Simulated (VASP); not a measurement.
# MgO (P6_3/mmc) in VASP: single point with PBEsol

Aim: the single point of MgO with PBEsol.

All numbers are computed with VASP 6.6.1; they aren't measurements. Logs are shortened: lines on timing, memory, paths and dates and some standing lists are left out, and cuts for length are marked.

## (1) The cell of the first run

The structure is hexagonal, space group P6_3/mmc (No. 194). Conventional cell: a = 3.486 Å, b = 3.486 Å, c = 4.178 Å, α = 90.00°, β = 90.00°, γ = 120.00°. Within 2.7 Å of Mg (site symmetry -6m2) lie 5 O at 2.01 to 2.09 Å. O (site symmetry -6m2) has 5 Mg at 2.01 to 2.09 Å within 2.7 Å.

## (2) Single point, PBEsol

Contents of INCAR:

```
SYSTEM = MgO
  ALGO = Normal
  EDIFF = 1E-6
  ENCUT = 520
  GGA = PS
  ISIF = 2
  ISMEAR = 0
  LASPH = .TRUE.
  LCHARG = .FALSE.
  LREAL = .FALSE.
  LWAVE = .FALSE.
  NBANDS = 16
  NELM = 80
  PREC = Accurate
  SIGMA = 0.01
```

Contents of KPOINTS:

```
k-points
0
G
  12 12 6
  0 0 0
```

Contents of POSCAR:

```
MgO
1.0
    3.4863778600      0.0000000000      0.0000000000
   -1.7431889300      3.0192918000      0.0000000000
    0.0000000000      0.0000000000      4.1780412200
Mg O
2 2
Direct
    0.6666666707      0.3333333300      0.7499999988
    0.3333333293      0.6666666700      0.2499999988
    0.6666666707      0.3333333300      0.2499999988
    0.3333333293      0.6666666700      0.7499999988
```

Potentials or basis: VASP PAW PBE potentials, release 64 (Mg, O).

Command:

```console
$ cat potpaw_PBE.64/Mg/POTCAR potpaw_PBE.64/O/POTCAR > POTCAR
$ mpirun -np 1 vasp_std > vasp.out
```

OUTCAR:

```text
SYSTEM = MgO
   EDIFF = 1E-6
   ENCUT = 520
   GGA = PS
   ISIF = 2
   ISMEAR = 0
   LASPH = .TRUE.
   LREAL = .FALSE.
   NELM = 80
   PREC = Accurate

 ion  position               nearest neighbor table
   1  0.667  0.333  0.750-   4 2.01   4 2.01   4 2.01   3 2.09   3 2.09   2 2.90   2 2.90   2 2.90
                             2 2.90   2 2.90   2 2.90
   2  0.333  0.667  0.250-   3 2.01   3 2.01   3 2.01   4 2.09   4 2.09   1 2.90   1 2.90   1 2.90
                             1 2.90   1 2.90   1 2.90
   3  0.667  0.333  0.250-   2 2.01   2 2.01   2 2.01   1 2.09   1 2.09
   4  0.333  0.667  0.750-   1 2.01   1 2.01   1 2.01   2 2.09   2 2.09

  LATTYP: Found a hexagonal cell.
 ALAT       =     3.4863778600
 C/A-ratio  =     1.1983902456

  Lattice vectors:

 A1 = (   3.4863778600,   0.0000000000,   0.0000000000)
 A2 = (  -1.7431889300,   3.0192918000,   0.0000000000)
 A3 = (   0.0000000000,   0.0000000000,   4.1780412200)

Analysis of symmetry for initial positions (statically):
=====================================================================
 Subroutine PRICEL returns:
 Original cell was already a primitive cell.

 Routine SETGRP: Setting up the symmetry group for a
 hexagonal supercell.

 Subroutine GETGRP returns: Found 24 space group operations
 (whereof 12 operations were pure point group operations)
 out of a pool of 24 trial point group operations.

The static configuration has the point symmetry D_3d.
 The point group associated with its full space group is D_6h.

Analysis of symmetry for dynamics (positions and initial velocities):
=====================================================================
 Subroutine PRICEL returns:
 Original cell was already a primitive cell.

 Routine SETGRP: Setting up the symmetry group for a
 hexagonal supercell.

 Subroutine GETGRP returns: Found 24 space group operations
 (whereof 12 operations were pure point group operations)
 out of a pool of 24 trial point group operations.

The dynamic configuration has the point symmetry D_3d.
 The point group associated with its full space group is D_6h.

 Subroutine INISYM returns: Found 24 space group operations
 (whereof 12 operations are pure point group operations),
 and found     1 'primitive' translations

----------------------------------------------------------------------------------------

                                     Primitive cell

  volume of cell :      43.9797

[... 94 lines left out ...]
   EDIFFG = 0.1E-04   stopping-criterion for IOM
   NSW    =      0    number of steps for IOM
   IBRION =     -1    ionic relax: 0-MD 1-quasi-New 2-CG
   NFREE  =      0    steps in history (QN), initial steepest desc. (CG)
   ISIF   =      2    stress and relaxation
   ISYM   =      2    0-nonsym 1-usesym 2-fastsym
   POTIM  = 0.5000    time-step for ionic-motion
   TEBEG  =    0.0;   TEEND  =   0.0 temperature during run
   PSTRESS=    0.0 pullay stress
   NELECT =      16.0000    total number of electrons
   NUPDOWN=      -1.0000    fix difference up-down
   EMIN   =  10.00;   EMAX   =-10.00  energy-range for DOS
   EFERMI =   0.00;   METHOD = LEGACY
   ISMEAR =     0;   SIGMA  =   0.01  broadening in eV -4-tet -1-fermi 0-gaus
   EFERMI_NEDOS =   21; number of points for ismear=-14 and -15
   IALGO  =     38    algorithm
   IMIX   =      4    mixing-type and parameters
     AMIX     =   0.40;   BMIX     =  1.00
     AMIX_MAG =   1.60;   BMIX_MAG =  1.00
  volume/ion in A,a.u.               =      10.99        74.20
  Fermi-wavevector in a.u.,A,eV,Ry     =   1.168685  2.208494 18.583167  1.365824
  Thomas-Fermi vector in A             =   2.305168
   LORBIT       =      0    0 simple, 1 ext, 2 COOP (PROOUT), +10 PAW based schemes
   GGA     = PS    functional components
   LHFCALC =     F    Hartree Fock is set to
   AEXX    =    0.0000 exact exchange contribution
   IVDW    =     0    specifies the selected vdW correction
   LEPSILON=     F    determine dielectric tensor
   LRPA    =     F    only Hartree local field effects (RPA)
 non-spin polarized calculation
 Gauss-broadening in eV      SIGMA  =   0.01
  energy-cutoff  :      520.00
  volume of cell :       43.98
 maximum number of plane-waves:      1204
 NGX is ok and might be reduce to    28
   NGX = 13   NGY = 13   NGZ = 15

 number of electron      15.9999999 magnetization

 Free energy of the ion-electron system (eV)
  ---------------------------------------------------
  ext. energy  EPLUGINS =         0.00000000
  ---------------------------------------------------
  free energy    TOTEN  =       -24.75822309 eV

  energy without entropy =      -24.75822309  energy(sigma->0) =      -24.75822309

 E-fermi :   1.9895     XC(G=0): -10.3132

 val. band max:        1.8827356835   @ k =   0.0000   0.0000   0.0000
 cond. band min:       5.1967591947   @ k =   0.0000   0.0000   0.0000
 fundamental gap:      3.3140235112
 Fermi energy:         1.9894634094

 k-point     1 :       0.0000    0.0000    0.0000
  band No.  band energies     occupation
      1     -14.9879      2.00000
      2     -13.5561      2.00000
      3      -1.8113      2.00000
      4       0.1268      2.00000
      5       0.1268      2.00000
      6       1.0703      2.00000
[... 433 lines left out ...]
      3      -1.6593      2.00000
      4      -0.8171      2.00000
      5      -0.2725      2.00000
      6      -0.0689      2.00000
[... 8 lines left out ...]
     15      15.9828      0.00000
     16      16.2576      0.00000

 [... further k-points ...]

------------------------ aborting loop because EDIFF is reached ----------------------------------------

  FORCE on cell =-STRESS in cart. coord.  units (eV):
  Direction    XX          YY          ZZ          XY          YZ          ZX
  --------------------------------------------------------------------------------------
  -------------------------------------------------------------------------------------
  Total        0.1807743      0.1807743      0.2605565     -0.0000000     -0.0000000      0.0000000
  in kB        6.5855962      6.5855962      9.4920561     -0.0000000     -0.0000000      0.0000000
  external PRESSURE =       7.5544162 kB  Pullay stress =       0.0000000 kB

 VOLUME and BASIS-vectors are now :
 -----------------------------------------------------------------------------
  energy-cutoff  :      520.00
  volume of cell :       43.98
      direct lattice vectors                 reciprocal lattice vectors
     3.486377860  0.000000000  0.000000000     0.286830642  0.165601748  0.000000000
    -1.743188930  3.019291800  0.000000000     0.000000000  0.331203496  0.000000000
     0.000000000  0.000000000  4.178041220     0.000000000  0.000000000  0.239346609

 POSITION                                       TOTAL-FORCE (eV/Angst)
 -----------------------------------------------------------------------------------
      1.74319      1.00643      3.13353         0.000000      0.000000      0.000000
     -0.00000      2.01286      1.04451         0.000000     -0.000000      0.000000
      1.74319      1.00643      1.04451        -0.000000      0.000000      0.000000
     -0.00000      2.01286      3.13353         0.000000     -0.000000      0.000000
 -----------------------------------------------------------------------------------
    total drift:                               -0.000017      0.000009      0.000001

  FREE ENERGIE OF THE ION-ELECTRON SYSTEM (eV)
  ---------------------------------------------------
  free  energy   TOTEN  =       -24.7582230913 eV

  energy  without entropy=      -24.7582230913  energy(sigma->0) =      -24.75822309
```

stdout:

```text
POSCAR found type information on POSCAR MgO
 POSCAR found :  2 types and       4 ions
 scaLAPACK will be used
 -----------------------------------------------------------------------------
|                                                                             |
|                                                                             |
|     You enforced a specific xc type in the INCAR file but a different       |
|     I HOPE YOU KNOW WHAT YOU ARE DOING!                                     |
|                                                                             |
 -----------------------------------------------------------------------------

 LDA part: xc-table for (Slater+PW92), standard interpolation
 POSCAR, INCAR and KPOINTS ok, starting setup
 FFT: planning ... GRIDC
 FFT: planning ... GRID_SOFT
 FFT: planning ... GRID
 WAVECAR not read
 entering main loop
```

It took 20 s on 1 thread of Intel Xeon 6975P-C (Granite Rapids), shared host; peak memory 0.19 GiB.

What came out:

```yaml
Free_energy: -24.7582 eV
Pressure: 0.8 GPa
Band_gap_on_the_k_mesh: 3.31 eV, direct
```

Caveat: the PAW data sets were made with another functional, which shifts forces and pressure a little.
